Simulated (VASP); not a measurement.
Here is a VASP 6.6.1 calculation.

File INCAR:

```
SYSTEM = CdGeAs2
  PREC = Accurate
  ENCUT = 520
  EDIFF = 1E-6
  ISMEAR = -1
  SIGMA = 0.05
  LREAL = .False.
  LASPH = .True.
  NELM = 100
  ALGO = Normal
  ISIF = 2
  LWAVE = .False.
  LCHARG = .False.
  GGA = PS
  NBANDS = 46
```

Contents of KPOINTS:

```
regular mesh
0
Gamma
  6 6 6
  0 0 0
```

The input POSCAR:

```
CdGeAs2
1.0
   -2.9436174806      2.9436174806      5.5888156326
    2.9436174806     -2.9436174806      5.5888156326
    2.9436174806      2.9436174806     -5.5888156326
Cd As Ge
2 4 2
Direct
    0.5000000000      0.5000000000      0.0000000000
    0.2500000000      0.7500000000      0.5000000000
    0.1000224857      0.1250000000      0.4750224857
    0.3750000000      0.8999775143      0.0249775143
    0.6499775143      0.6250000000      0.5249775143
    0.8750000000      0.3500224857      0.9750224857
    0.7500000000      0.2500000000      0.5000000000
    0.0000000000      0.0000000000      0.0000000000
```

Potentials or basis: VASP PAW PBE potentials, release 64 (Cd, As, Ge_d).

The run is started by

```console
$ cat potpaw_PBE.64/Cd/POTCAR potpaw_PBE.64/As/POTCAR potpaw_PBE.64/Ge_d/POTCAR > POTCAR
$ mpirun -np 1 vasp_std > vasp.out
```

Q: What does it give for the pressure?

A: 2.3 GPa.

Q: Estimate the band gap on the k mesh.

A: 0.15 eV.

Q: Estimate the largest force.

A: 0.012 eV/Å.

Forces in eV/Å, atoms in the order of the input:
```
Cd   0.000  0.000  0.000
Cd   0.000  0.000  0.000
As   0.000 -0.012  0.000
As   0.012  0.000  0.000
As   0.000  0.012  0.000
As  -0.012  0.000  0.000
Ge   0.000  0.000  0.000
Ge   0.000  0.000  0.000
```

Caveat: the PAW data sets were made with another functional, which shifts forces and pressure a little.
